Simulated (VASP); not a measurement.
A run of VASP 6.6.1 is set up as follows.

INCAR

```
ALGO = Normal
EDIFF = 1E-6
ENCUT = 520
GGA = PE
ISIF = 2
ISMEAR = -1
LASPH = T
LCHARG = F
LREAL = F
LWAVE = F
NBANDS = 26
NELM = 60
PREC = Accurate
SIGMA = 0.05
```

KPOINTS

```
k-points
0
Gamma
  8 8 8
```

Contents of POSCAR:

```
LiCuAuO2
1.0
    1.6699434548      0.9641423031      6.4188160000
   -1.6699434548      0.9641423031      6.4188160000
    0.0000000000     -1.9282846063      6.4188160000
Au Cu O Li
1 1 2 1
Direct
    0.9917940000      0.9917940000      0.9917940000
    0.5158030000      0.5158030000      0.5158030000
    0.1009220000      0.1009220000      0.1009220000
    0.8842220000      0.8842220000      0.8842220000
    0.7572590000      0.7572590000      0.7572590000
```

Potentials or basis: VASP PAW PBE potentials, release 64 (Au, Cu, O, Li_sv).

Launch:

```bash
$ cat potpaw_PBE.64/Au/POTCAR potpaw_PBE.64/Cu/POTCAR potpaw_PBE.64/O/POTCAR potpaw_PBE.64/Li_sv/POTCAR > POTCAR
$ mpirun -np 1 vasp_std > vasp.out
```

Predict the band gap on the k mesh.

zero (an odd number of electrons rules out a gap without spin polarisation).

What does it give for the largest force?

0.385 eV/Å.

Forces on the atoms (eV/Å):
```
Au   0.000  0.000  0.007
Cu   0.000  0.000  0.345
O    0.000  0.000 -0.385
O    0.000  0.000 -0.041
Li   0.000  0.000  0.075
```

Caveat: spin-orbit coupling is left out, which moves the levels of the heavy elements; an odd number of electrons without spin polarisation forces a metal; a magnetic or distorted state may lie lower. With open d or f shells a metallic result of PBE can be an artefact of self-interaction; +U or a hybrid may open a gap.
